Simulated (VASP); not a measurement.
# Rh (Im-3m) in VASP: settings compared

The runs below take Rh through single point, with PBE, PBE+D3(BJ).

All numbers are computed with VASP 6.6.1; they aren't measurements. Logs are shortened: lines on timing, memory, paths and dates and some standing lists are left out, and cuts for length are marked.

## Step 1: The cell of the first run

It takes space group Im-3m (No. 229, cubic). The conventional cell has a = 3.009 Å, b = 3.009 Å, c = 3.009 Å, α = 90.00°, β = 90.00°, γ = 90.00°. Rh (site symmetry m-3m) has 14 Rh at 2.61 to 3.01 Å within 3.4 Å.

## Step 2: Single point, PBE

INCAR

```
PREC = Accurate ; ENCUT = 520
EDIFF = 1E-7 ; ISMEAR = -1
SIGMA = 0.1 ; LREAL = F
LASPH = T ; NELM = 80
ALGO = Normal ; ISIF = 2
LWAVE = F ; LCHARG = F
GGA = PE ; NBANDS = 14
```

KPOINTS

```
regular mesh
0
Gamma
  8 8 8
```

POSCAR

```
Rh
1.0
   -1.5042870000      1.5042870000      1.5042870000
    1.5042870000     -1.5042870000      1.5042870000
    1.5042870000      1.5042870000     -1.5042870000
Rh
1
Direct
    0.0000000000      0.0000000000      0.0000000000
```

Potentials or basis: VASP PAW PBE potentials, release 64 (Rh_pv).

Started as:

```bash
$ cat potpaw_PBE.64/Rh_pv/POTCAR > POTCAR
$ mpirun -np 1 vasp_std > vasp.out
```

OUTCAR:

```text
PREC = Accurate
   ENCUT = 520
   EDIFF = 1E-7
   ISMEAR = -1
   LREAL = F
   LASPH = T
   NELM = 80
   ISIF = 2
   GGA = PE

 ion  position               nearest neighbor table
   1  0.000  0.000  0.000-

  LATTYP: Found a body centered cubic cell.
 ALAT       =     3.0085740000

  Lattice vectors:

 A1 = (  -1.5042870000,   1.5042870000,   1.5042870000)
 A2 = (   1.5042870000,  -1.5042870000,   1.5042870000)
 A3 = (   1.5042870000,   1.5042870000,  -1.5042870000)

Analysis of symmetry for initial positions (statically):
=====================================================================
 Subroutine PRICEL returns:
 Original cell was already a primitive cell.

 Routine SETGRP: Setting up the symmetry group for a
 body centered cubic supercell.

 Subroutine GETGRP returns: Found 48 space group operations
 (whereof 48 operations were pure point group operations)
 out of a pool of 48 trial point group operations.

The static configuration has the point symmetry O_h .

Analysis of symmetry for dynamics (positions and initial velocities):
=====================================================================
 Subroutine PRICEL returns:
 Original cell was already a primitive cell.

 Routine SETGRP: Setting up the symmetry group for a
 body centered cubic supercell.

 Subroutine GETGRP returns: Found 48 space group operations
 (whereof 48 operations were pure point group operations)
 out of a pool of 48 trial point group operations.

The dynamic configuration has the point symmetry O_h .

 Subroutine INISYM returns: Found 48 space group operations
 (whereof 48 operations are pure point group operations),
 and found     1 'primitive' translations

----------------------------------------------------------------------------------------

                                     Primitive cell

  volume of cell :      13.6161

  direct lattice vectors                    reciprocal lattice vectors
    -1.504287000  1.504287000  1.504287000     0.000000000  0.332383382  0.332383382
     1.504287000 -1.504287000  1.504287000     0.332383382  0.000000000  0.332383382
     1.504287000  1.504287000 -1.504287000     0.332383382  0.332383382  0.000000000

  length of vectors
     2.605501513  2.605501513  2.605501513     0.470061086  0.470061086  0.470061086

  position of ions in fractional coordinates (direct lattice)
     0.000000000  0.000000000  0.000000000

  ion indices of the primitive-cell ions
   primitive index   ion index
                 1           1

----------------------------------------------------------------------------------------

 KPOINTS: regular mesh

Automatic generation of k-mesh.
 Grid dimensions read from file:
 generate k-points for:    8    8    8

 Generating k-lattice:

  Cartesian coordinates                     Fractional coordinates (reciprocal lattice)
     0.000000000  0.041547923  0.041547923     0.125000000  0.000000000  0.000000000
     0.041547923  0.000000000  0.041547923     0.000000000  0.125000000  0.000000000
     0.041547923  0.041547923  0.000000000     0.000000000  0.000000000  0.125000000

  Length of vectors
     0.058757636  0.058757636  0.058757636

  Shift w.r.t. Gamma in fractional coordinates (k-lattice)
     0.000000000  0.000000000  0.000000000

 Subroutine IBZKPT returns following result:
 ===========================================

 Found     29 irreducible k-points:

 Following reciprocal coordinates:
            Coordinates               Weight
  0.000000  0.000000  0.000000      1.000000
  0.125000  0.000000  0.000000     12.000000
  0.250000  0.000000  0.000000     12.000000
  0.375000  0.000000  0.000000     12.000000
  0.500000  0.000000  0.000000      6.000000
  0.125000  0.125000  0.000000     24.000000
[... 16 lines left out ...]
 -0.250000  0.250000  0.250000      6.000000
 -0.375000  0.375000  0.250000     24.000000
 [... further k-points ...]
   k-points           NKPTS =     29   k-points in BZ     NKDIM =     29   number of bands    NBANDS=     14
   number of dos      NEDOS =    301   number of ions     NIONS =      1
   total plane-waves  NPLWV =   8000
   dimension x,y,z NGX =    20 NGY =   20 NGZ =   20
   dimension x,y,z NGXF=    40 NGYF=   40 NGZF=   40
   ions per type =               1
   NGX,Y,Z   is equivalent  to a cutoff of  12.76, 12.76, 12.76 a.u.
   NGXF,Y,Z  is equivalent  to a cutoff of  25.52, 25.52, 25.52 a.u.
 SYSTEM =  unknown system
   PREC   = accura    normal or accurate (medium, high low for compatibility)
   ISTART =      0    job   : 0-new  1-cont  2-samecut
   ICHARG =      2    charge: 1-file 2-atom 10-const
   ISPIN  =      1    spin polarized calculation?
   LNONCOLLINEAR =      F non collinear calculations
   LSORBIT =      F    spin-orbit coupling
   LASPH  =      T    aspherical Exc in radial PAW
   ENCUT  =  520.0 eV  38.22 Ry    6.18 a.u.   4.84  4.84  4.84*2*pi/ulx,y,z
   NELM   =     80;   NELMIN=  2; NELMDL= -5     # of ELM steps
   EDIFF  = 0.1E-06   stopping-criterion for ELM
   LREAL  =      F    real-space projection
   EDIFFG = 0.1E-05   stopping-criterion for IOM
   NSW    =      0    number of steps for IOM
   IBRION =     -1    ionic relax: 0-MD 1-quasi-New 2-CG
   NFREE  =      0    steps in history (QN), initial steepest desc. (CG)
   ISIF   =      2    stress and relaxation
   ISYM   =      2    0-nonsym 1-usesym 2-fastsym
   POTIM  = 0.5000    time-step for ionic-motion
   TEBEG  =    0.0;   TEEND  =   0.0 temperature during run
   PSTRESS=    0.0 pullay stress
   NELECT =      15.0000    total number of electrons
   NUPDOWN=      -1.0000    fix difference up-down
   EMIN   =  10.00;   EMAX   =-10.00  energy-range for DOS
   EFERMI =   0.00;   METHOD = LEGACY
   ISMEAR =    -1;   SIGMA  =   0.10  broadening in eV -4-tet -1-fermi 0-gaus
   EFERMI_NEDOS =   21; number of points for ismear=-14 and -15
   IALGO  =     38    algorithm
   IMIX   =      4    mixing-type and parameters
     AMIX     =   0.40;   BMIX     =  1.00
     AMIX_MAG =   1.60;   BMIX_MAG =  1.00
  volume/ion in A,a.u.               =      13.62        91.89
  Fermi-wavevector in a.u.,A,eV,Ry     =   1.690783  3.195117 38.895618  2.858747
  Thomas-Fermi vector in A             =   2.772668
   LORBIT       =      0    0 simple, 1 ext, 2 COOP (PROOUT), +10 PAW based schemes
   GGA     = PE    functional components
   LHFCALC =     F    Hartree Fock is set to
   AEXX    =    0.0000 exact exchange contribution
   IVDW    =     0    specifies the selected vdW correction
   LEPSILON=     F    determine dielectric tensor
   LRPA    =     F    only Hartree local field effects (RPA)
 non-spin polarized calculation
  energy-cutoff  :      520.00
  volume of cell :       13.62
 maximum number of plane-waves:       378
   NGX =  9   NGY =  9   NGZ =  9

 number of electron      14.9999994 magnetization

 Free energy of the ion-electron system (eV)
  ---------------------------------------------------
  ext. energy  EPLUGINS =         0.00000000
  ---------------------------------------------------
  free energy    TOTEN  =        -6.89528735 eV

  energy without entropy =       -6.82647904  energy(sigma->0) =       -6.86088320

 E-fermi :  11.9289     XC(G=0): -14.0756

 val. band max:       11.9235392479   @ k =  -0.3750  -0.3750   0.1250
 cond. band min:      11.9913603255   @ k =   0.2500   0.2500   0.0000
 fundamental gap:      0.0678210776
 Fermi energy:        11.9289163702

 k-point     1 :       0.0000    0.0000    0.0000
  band No.  band energies     occupation
      1     -34.1553      2.00000
      2     -34.1553      2.00000
      3     -34.1553      2.00000
      4       4.0606      2.00000
      5       8.8850      2.00000
      6       8.8850      2.00000
      7       8.8850      2.00000
      8      11.4253      1.98708
      9      11.4253      1.98708
     10      30.4277      0.00000
     11      30.4277      0.00000
     12      30.4277      0.00000
     13      32.8902      0.00000
     14      40.8049      0.00000

 k-point     2 :       0.1250    0.0000    0.0000
  band No.  band energies     occupation
      1     -34.2725      2.00000
      2     -34.1938      2.00000
      3     -34.1554      2.00000
      4       4.7055      2.00000
      5       8.6221      2.00000
      6       8.8713      2.00000
      7       9.4200      2.00000
      8      11.1424      1.99923
      9      11.4471      1.98397
     10      30.5790      0.00000
     11      30.5874      0.00000
     12      31.3819      0.00000
     13      32.8898      0.00000
     14      37.8437      0.00000

 k-point     3 :       0.2500    0.0000    0.0000
  band No.  band energies     occupation
      1     -34.5496      2.00000
      2     -34.2861      2.00000
      3     -34.1555      2.00000
      4       5.9768      2.00000
      5       8.0380      2.00000
      6       9.1241      2.00000
      7      10.8716      1.99995
      8      10.9977      1.99982
      9      11.5431      1.95866
     10      28.5185      0.00000
     11      29.4380      0.00000
     12      32.8899      0.00000
     13      33.8607      0.00000
     14      36.7489      0.00000
[... 324 lines left out ...]
 k-point    23 :      -0.2500    0.2500    0.2500
  band No.  band energies     occupation
      1     -34.5604      2.00000
      2     -34.4262      2.00000
      3     -34.4262      2.00000
      4       7.3840      2.00000
      5       8.2559      2.00000
      6       9.6515      2.00000
      7       9.6515      2.00000
      8      10.7510      1.99998
      9      13.3251      0.00000
     10      29.3097      0.00000
     11      30.4644      0.00000
     12      30.4644      0.00000
     13      30.4972      0.00000
     14      32.8922      0.00000

 k-point    24 :      -0.3750    0.3750    0.2500
  band No.  band energies     occupation
      1     -34.7332      2.00000
      2     -34.5237      2.00000
      3     -34.4458      2.00000
      4       7.1357      2.00000
      5       7.6320      2.00000
      6       9.6530      2.00000
      7      10.4008      2.00000
      8      12.3119      0.04249
      9      15.5828      0.00000
     10      25.2151      0.00000
     11      27.6523      0.00000
     12      29.6761      0.00000
     13      32.1111      0.00000
     14      32.8923      0.00000

 [... further k-points ...]

------------------------ aborting loop because EDIFF is reached ----------------------------------------

  FORCE on cell =-STRESS in cart. coord.  units (eV):
  Direction    XX          YY          ZZ          XY          YZ          ZX
  --------------------------------------------------------------------------------------
  -------------------------------------------------------------------------------------
  Total        1.4595458      1.4595458      1.4595458      0.0000000      0.0000000     -0.0000000
  in kB      171.7418837    171.7418837    171.7418837      0.0000000      0.0000000     -0.0000000
  external PRESSURE =     171.7418837 kB  Pullay stress =       0.0000000 kB

 VOLUME and BASIS-vectors are now :
 -----------------------------------------------------------------------------
  energy-cutoff  :      520.00
  volume of cell :       13.62
      direct lattice vectors                 reciprocal lattice vectors
    -1.504287000  1.504287000  1.504287000     0.000000000  0.332383382  0.332383382
     1.504287000 -1.504287000  1.504287000     0.332383382  0.000000000  0.332383382
     1.504287000  1.504287000 -1.504287000     0.332383382  0.332383382  0.000000000

 POSITION                                       TOTAL-FORCE (eV/Angst)
 -----------------------------------------------------------------------------------
      0.00000      0.00000      0.00000        -0.000000      0.000000     -0.000000
 -----------------------------------------------------------------------------------
    total drift:                                0.000000     -0.000000      0.000000

  FREE ENERGIE OF THE ION-ELECTRON SYSTEM (eV)
  ---------------------------------------------------
  free  energy   TOTEN  =        -6.8952873526 eV

  energy  without entropy=       -6.8264790393  energy(sigma->0) =       -6.86088320
```

It took 10 s on 1 thread of Intel Xeon Platinum 8259CL at 2.50GHz (Skylake/Cascade Lake), shared host; peak memory 0.12 GiB.

What came out:

```
Free energy : -6.8953 eV
Pressure    : 17.2 GPa
```

Caveat: the k points lie up to 0.37 Å⁻¹ apart.

## Step 3: Single point, PBE+D3(BJ)

INCAR

```
SYSTEM = Rh
PREC = Accurate ; ENCUT = 520
EDIFF = 1E-6 ; ISMEAR = -1
SIGMA = 0.1 ; LREAL = .FALSE.
LASPH = .TRUE. ; NELM = 100
ALGO = Normal ; ISIF = 2
LWAVE = .FALSE. ; LCHARG = .FALSE.
GGA = PE ; IVDW = 12
NBANDS = 14
```

KPOINTS

```
Automatic mesh
0
G
  8 8 8
  0 0 0
```

POSCAR is that of step 2.

Potentials or basis: VASP PAW PBE potentials, release 64 (Rh_pv).

Started as:

```bash
$ cat potpaw_PBE.64/Rh_pv/POTCAR > POTCAR
$ mpirun -np 1 vasp_std > vasp.out
```

OUTCAR:

```text
SYSTEM = Rh
   PREC = Accurate
   ENCUT = 520
   EDIFF = 1E-6
   ISMEAR = -1
   LREAL = .FALSE.
   LASPH = .TRUE.
   NELM = 100
   ISIF = 2
   GGA = PE
   IVDW = 12
 IVDW          = 12

 ion  position               nearest neighbor table
   1  0.000  0.000  0.000-

  LATTYP: Found a body centered cubic cell.
 ALAT       =     3.0085740000

  Lattice vectors:

 A1 = (  -1.5042870000,   1.5042870000,   1.5042870000)
 A2 = (   1.5042870000,  -1.5042870000,   1.5042870000)
 A3 = (   1.5042870000,   1.5042870000,  -1.5042870000)

Analysis of symmetry for initial positions (statically):
=====================================================================
 Subroutine PRICEL returns:
 Original cell was already a primitive cell.

 Routine SETGRP: Setting up the symmetry group for a
 body centered cubic supercell.

 Subroutine GETGRP returns: Found 48 space group operations
 (whereof 48 operations were pure point group operations)
 out of a pool of 48 trial point group operations.

The static configuration has the point symmetry O_h .

Analysis of symmetry for dynamics (positions and initial velocities):
[... 166 lines left out ...]
      2     -34.1552      2.00000
      3     -34.1552      2.00000
      4       4.0606      2.00000
      5       8.8850      2.00000
      6       8.8850      2.00000
      7       8.8850      2.00000
      8      11.4254      1.98708
      9      11.4254      1.98708
     10      30.4276      0.00000
     11      30.4276      0.00000
     12      30.4276      0.00000
     13      32.8904      0.00000
     14      40.8049      0.00000
[... 377 lines left out ...]
      1     -34.7331      2.00000
      2     -34.5236      2.00000
      3     -34.4457      2.00000
      4       7.1358      2.00000
      5       7.6320      2.00000
      6       9.6530      2.00000
      7      10.4008      2.00000
      8      12.3119      0.04249
      9      15.5828      0.00000
     10      25.2151      0.00000
     11      27.6523      0.00000
     12      29.6761      0.00000
     13      32.1112      0.00000
     14      32.8926      0.00000

 [... further k-points ...]

------------------------ aborting loop because EDIFF is reached ----------------------------------------

 Edisp (eV)   -0.65326

 E8    (eV) :    -0.2930

  FORCE on cell =-STRESS in cart. coord.  units (eV):
  Direction    XX          YY          ZZ          XY          YZ          ZX
  --------------------------------------------------------------------------------------
  -------------------------------------------------------------------------------------
  Total       0.77569     0.77569     0.77569     0.00000     0.00000    -0.00000
  in kB      91.27422    91.27422    91.27422     0.00000     0.00000    -0.00000
  external pressure =       91.27 kB  Pullay stress =        0.00 kB

 VOLUME and BASIS-vectors are now :
 -----------------------------------------------------------------------------
  energy-cutoff  :      520.00
  volume of cell :       13.62
      direct lattice vectors                 reciprocal lattice vectors
    -1.504287000  1.504287000  1.504287000     0.000000000  0.332383382  0.332383382
     1.504287000 -1.504287000  1.504287000     0.332383382  0.000000000  0.332383382
     1.504287000  1.504287000 -1.504287000     0.332383382  0.332383382  0.000000000

 POSITION                                       TOTAL-FORCE (eV/Angst)
 -----------------------------------------------------------------------------------
      0.00000      0.00000      0.00000        -0.000000      0.000000     -0.000000
 -----------------------------------------------------------------------------------
    total drift:                                0.000000     -0.000000      0.000000

  FREE ENERGIE OF THE ION-ELECTRON SYSTEM (eV)
  ---------------------------------------------------
  free  energy   TOTEN  =        -7.5485434770 eV

  energy  without entropy=       -7.4797353699  energy(sigma->0) =       -7.51413942
```

It took 8.1 s on 1 thread of Intel Xeon Platinum 8259CL at 2.50GHz (Skylake/Cascade Lake), shared host; peak memory 0.13 GiB.

What came out:

```
Free energy                : -7.5485 eV
Pressure                   : 9.1 GPa
Dispersion energy per atom : -0.653 eV
```

Levels at points of the mesh, in eV from the Fermi level:
| k point | band 6 | band 7 | band 8 | band 9 | band 10 | band 11 |
| --- | --- | --- | --- | --- | --- | --- |
| (0.00, 0.00, 0.00) | -3.04 | -3.04 | -0.50 | -0.50 | 18.50 | 18.50 |
| (0.50, 0.00, 0.00) | -0.56 | -0.13 | 1.30 | 1.66 | 9.65 | 14.65 |
| (0.50, 0.50, 0.50) | 1.12 | 1.12 | 1.12 | 9.61 | 9.61 | 9.61 |

Caveat: the k points lie up to 0.37 Å⁻¹ apart; three body term missing; pairwise dispersion overbinds metals, which lowers pressure and volume.
